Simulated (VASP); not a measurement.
A run of VASP 6.6.1 is set up as follows.

File INCAR:

```
SYSTEM = Al3As4
ALGO = Normal
EDIFF = 1E-7
ENCUT = 520
GGA = PE
ISIF = 2
ISMEAR = 0
ISPIN = 2
LASPH = .TRUE.
LCHARG = .FALSE.
LORBIT = 11
LREAL = .FALSE.
LWAVE = .FALSE.
MAGMOM = 0 0 0 0.25 0.25 0.25 0.25
NBANDS = 28
NELM = 150
PREC = Accurate
SIGMA = 0.01
```

Contents of KPOINTS:

```
k-points
0
G
  3 3 3
  0 0 0
```

Contents of POSCAR:

```
Al3As4
1.0
    0.0000000000      5.7279123196      0.0000000000
    0.0000000000      0.0000000000     -5.7279123196
   -5.7279123196      0.0000000000      0.0000000000
Al As
3 4
Direct
    0.0000000000      1.0000000000      0.0000000000
    0.5000000000      0.5000000000      0.0000000000
    0.0000000000      0.5000000000      0.5000000000
    0.7482712852      0.7517287148      0.7482712852
    0.2517287148      0.7517287148      0.2517287148
    0.7482712852      0.2482712852      0.2517287148
    0.2517287148      0.2482712852      0.7482712852
```

Potentials or basis: VASP PAW PBE potentials, release 64 (Al, As).

The run is started by

```sh
$ cat potpaw_PBE.64/Al/POTCAR potpaw_PBE.64/As/POTCAR > POTCAR
$ mpirun -np 1 vasp_std > vasp.out
```

(1) What does it give for the net moment?

(2) Predict the largest force.

(3) Predict the site moments.

Answers

(1) 0.19 μB per cell.

(2) 0.023 eV/Å.

(3) Al +0.00; As +0.02 μB.

Caveat: the k points lie up to 0.37 Å⁻¹ apart.
